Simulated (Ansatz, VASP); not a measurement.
## Mn: VASP beside Ansatz

```
Mn
1.0
     2.48113    0.00000    0.00000
    -1.24056    2.14872    0.00000
     0.00000    0.00000    8.18616
Mn
4
Direct
  0.33333 0.66667 0.36826
  0.66667 0.33333 0.86826
  0.66667 0.33333 0.63174
  0.33333 0.66667 0.13174
```

Alike in both runs: functional r2SCAN; k mesh 6 × 6 × 4; occupations gaussian, width 0.1 eV; no spin polarisation.

Ansatz relaxed the structure, and its values are those at the end. VASP's run is a single point on that final structure, the one shown.

|  | VASP | Ansatz |
| --- | --- | --- |
| version | VASP 6.6.1 | Ansatz 0.2.0 |
| potentials or method | VASP PAW PBE potentials, release 64 (Mn_pv), cutoff 520 eV | scalar-relativistic, plane waves, PAW |
| valence electrons in the cell | 52 | 60 |

|  | VASP | Ansatz | Ansatz less VASP |
| --- | --- | --- | --- |
| gap on the k mesh at the Fermi level (eV) | none | none | - |
| pressure (GPa) | 3.0 | 0.1 | -2.91 |
| rms of the force components (eV/Å) | 0.400 | 0.008 | -0.3918 |

VASP's potentials were made for PBE, not for r2SCAN. A gap of «none» marks a metal or a gap that the smearing closes. The functional is the same, so the differences come from potentials, cutoffs and numerics. VASP's potentials hold 52 valence electrons a cell and Ansatz's 60, so a difference there can come from the potentials and not from the codes.

The k mesh is coarse, so the values compare programs but aren't converged.
